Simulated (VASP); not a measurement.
Wanted: the native input for a VASP 6.6.1 run.

| Property | Result |
| --- | --- |
| Task | single point |
| Functional | r2SCAN |
| Potentials or basis | VASP PAW PBE potentials, release 64 (Ta_sv_GW, N) |
| Cutoff | 660 eV |
| k mesh | 18 × 18 × 18 |
| Occupations | gaussian, width 0.15 eV |
| Spin | no spin polarisation |
| Dipole correction | no |
| Second run | valence_matched |
| Further INCAR settings | ALGO = Normal; EDIFF = 1e-06; NBANDS = 16 |

The system is TaN.

```
Ta N
1.0
     0.00000    2.17900    2.17900
     2.17900    0.00000    2.17900
     2.17900    2.17900    0.00000
Ta N
1 1
Direct
  0.50000 0.50000 0.50000
  0.00000 0.00000 0.00000
```

These files were run (other wordings do the same):

POSCAR

```
TaN
1.0
    0.0000000000      2.1790000000      2.1790000000
    2.1790000000      0.0000000000      2.1790000000
    2.1790000000      2.1790000000      0.0000000000
Ta N
1 1
Direct
    0.5000000000      0.5000000000      0.5000000000
    0.0000000000      0.0000000000      0.0000000000
```

INCAR.step1

```
ALGO = Normal
EDIFF = 1E-5
ENCUT = 660
GGA = PE
GGA_COMPAT = F
ISMEAR = 0
LASPH = T
LCHARG = F
LREAL = F
LWAVE = T
NBANDS = 16
NELM = 120
PREC = Accurate
SIGMA = 0.15
```

INCAR.step2

```
ALGO = Normal
EDIFF = 1E-6
ENCUT = 660
GGA_COMPAT = F
ISIF = 2
ISMEAR = 0
ISTART = 1
LASPH = T
LCHARG = F
LMIXTAU = T
LREAL = F
LWAVE = F
METAGGA = R2SCAN
NBANDS = 16
NELM = 120
PREC = Accurate
SIGMA = 0.15
```

KPOINTS

```
k-points
0
Gamma
  18 18 18
```

Potentials or basis: VASP PAW PBE potentials, release 64 (Ta_sv_GW, N).

Run with:

```sh
$ cat potpaw_PBE.64/Ta_sv_GW/POTCAR potpaw_PBE.64/N/POTCAR > POTCAR
$ cp INCAR.step1 INCAR
$ mpirun -np 1 vasp_std > vasp.out
$ cp INCAR.step2 INCAR
$ mpirun -np 1 vasp_std > vasp.out
```

It gave:

* Pressure: 9.8 GPa
* Band gap on the k mesh: zero (band 9 reaches 16.32 eV, above the bottom of band 10 at 12.07 eV)

Caveat: the PAW data sets were made with another functional, which shifts forces and pressure a little; spin-orbit coupling is left out, which moves the levels of the heavy elements.

Wall time 4.2 min on 1 thread of Intel(R) Xeon(R) Platinum 8375C CPU @ 2.90GHz (Ice Lake), on a shared host, peak memory 0.26 GiB.
